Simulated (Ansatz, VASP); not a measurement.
**SiO2 in VASP and in Ansatz**

Contents of INCAR:

```
PREC = Accurate
ENCUT = 520
EDIFF = 1E-6
ISMEAR = 0
SIGMA = 0.05
LREAL = F
LASPH = T
NELM = 60
ALGO = Normal
ISIF = 2
LWAVE = F
LCHARG = F
GGA = PE
NBANDS = 25
```

Contents of KPOINTS:

```
Automatic mesh
0
Gamma
  6 6 6
```

File POSCAR:

```
SiO2
1.0
   -2.5133692696      2.5133692696      3.8738602040
    2.5133692696     -2.5133692696      3.8738602040
    2.5133692696      2.5133692696     -3.8738602040
Si O
2 4
Direct
    0.0000000000      0.0000000000      0.0000000000
    0.7500000000      0.2500000000      0.5000000000
    0.9670112602      0.6250000000      0.8420112602
    0.3750000000      0.2170112602      0.3420112602
    0.7829887398      0.1250000000      0.1579887398
    0.8750000000      0.0329887398      0.6579887398
```

Input for Ansatz:

```yaml
crystal:
  lattice:
    - [-2.5133692696, 2.5133692696, 3.873860204]
    - [2.5133692696, -2.5133692696, 3.873860204]
    - [2.5133692696, 2.5133692696, -3.873860204]
  atoms:
    - { symbol: Si, position: [0.0, 0.0, 0.0] }
    - { symbol: Si, position: [0.75, 0.25, 0.5] }
    - { symbol: O, position: [0.9670112602, 0.625, 0.8420112602] }
    - { symbol: O, position: [0.375, 0.2170112602, 0.3420112602] }
    - { symbol: O, position: [0.7829887398, 0.125, 0.1579887398] }
    - { symbol: O, position: [0.875, 0.0329887398, 0.6579887398] }
basis:
  ecutwfc: 420
kpoints:
  mp_grid: { grid: [6, 6, 6] }
hamiltonian:
  xc: pbe
scf:
  occupations: { method: gaussian, width: 0.05 }
output:
  forces: true
  stress: true
  eigenvalues: true
```

Change from the starting cell: strain +0.000 along x and y, +0.050 along z, atoms carried along.

Alike in both runs: task single point; functional PBE; k mesh 6 × 6 × 6; occupations gaussian, width 0.05 eV; no spin polarisation.

|  | VASP | Ansatz |
| --- | --- | --- |
| version | VASP 6.6.1 | Ansatz 0.2.0 |
| potentials or method | VASP PAW PBE potentials, release 64 (Si, O), cutoff 520 eV | scalar-relativistic, plane waves, PAW |
| valence electrons in the cell | 32 | 32 |

```csv
,VASP,Ansatz,Ansatz less VASP
gap on the k mesh at the Fermi level (eV),5.35,5.35,+0.004
least direct gap on the mesh (eV),5.35,5.35,+0.004
pressure (GPa),-6.8,-6.8,-0.04
"traceless stress, the component that is largest in VASP (GPa)",-2.10,-2.13,-0.033
rms of the force components (eV/Å),0.189,0.186,-0.0027
```

Atom by atom the forces differ by 0.003 eV/Å (rms over components). The functional is the same, so the differences come from potentials, cutoffs and numerics.
